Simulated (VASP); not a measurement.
A run of VASP 6.6.1:

Contents of INCAR:

```
SYSTEM = Si2Mo
PREC = Accurate
ENCUT = 520
EDIFF = 1E-6
ISMEAR = -1
SIGMA = 0.05
LREAL = .FALSE.
LASPH = .TRUE.
NELM = 80
ALGO = Normal
ISIF = 2
LWAVE = .FALSE.
LCHARG = .FALSE.
GGA = CA
NBANDS = 43
```

KPOINTS

```
regular mesh
0
G
  7 7 4
  0 0 0
```

POSCAR

```
Si2Mo
1.0
    4.5854715599      0.0000000000      0.0000000000
   -2.2927357800      3.9711348592      0.0000000000
    0.0000000000      0.0000000000      6.5797601000
Mo Si
3 6
Direct
    0.5000000000      0.5000000000      0.8333333333
    0.0000000000      0.5000000000      0.1666666667
    0.5000000000      0.0000000000      0.5000000000
    0.1638729800      0.3277459600      0.5000000000
    0.6722540400      0.8361270200      0.1666666667
    0.8361270200      0.1638729800      0.8333333333
    0.8361270200      0.6722540400      0.5000000000
    0.3277459600      0.1638729800      0.1666666667
    0.1638729800      0.8361270200      0.8333333333
```

Potentials or basis: VASP PAW LDA potentials, release 64 (Mo_sv, Si).

Command:

```console
$ cat potpaw_LDA.64/Mo_sv/POTCAR potpaw_LDA.64/Si/POTCAR > POTCAR
$ mpirun -np 1 vasp_std > vasp.out
```

Hardware: 1 thread of Intel(R) Xeon(R) 6975P-C (Granite Rapids), on a shared host.

Problem. How long does it take, and how much memory?

Solution. It took 64 s on 1 thread of Intel(R) Xeon(R) 6975P-C (Granite Rapids), with other jobs on the host, peak memory 0.24 GiB. Counts: scf iterations 13, k points 24.
